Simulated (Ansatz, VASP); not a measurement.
## Zr2AlN3: VASP beside Ansatz

```xyz
6
Lattice="3.3577 0.0000 0.0000 -1.6788 2.9078 0.0000 0.0000 0.0000 8.2246" Properties=species:S:1:pos:R:3 pbc="T T T"
Zr    0.0000    0.0000    0.0000
Zr    0.0000    1.9385    5.4830
Al    1.6788    0.9693    2.7415
N     0.0000    1.9385    7.5392
N     1.6788    0.9693    4.7977
N     0.0000    0.0000    2.0561
```

Alike in both runs: task single point; functional PBE; k mesh 6 × 6 × 2; occupations gaussian, width 0.1 eV; no spin polarisation.

```csv
,VASP,Ansatz
version,VASP 6.6.1,Ansatz 0.2.0
potentials or method,"VASP PAW PBE potentials, release 64 (Zr_sv, Al, N), cutoff 600 eV","scalar-relativistic, plane waves, PAW"
valence electrons in the cell,42,42
```

Ansatz gave:

```
gap on the k mesh at the Fermi level (eV)                     : none
pressure (GPa)                                                : 12.4
traceless stress, the component that is largest in VASP (GPa) : 0.68
rms of the force components (eV/Å)                            : 1.006
```

Q: What did VASP give for the same quantities?

A: gap on the k mesh at the Fermi level (eV): none; pressure (GPa): 12.5; traceless stress, the component that is largest in VASP (GPa): 0.67; rms of the force components (eV/Å): 1.015.

Atom by atom the forces differ by 0.009 eV/Å (rms over components). A gap of «none» marks a metal or a gap that the smearing closes.

The k mesh is coarse, so the values compare programs but aren't converged.
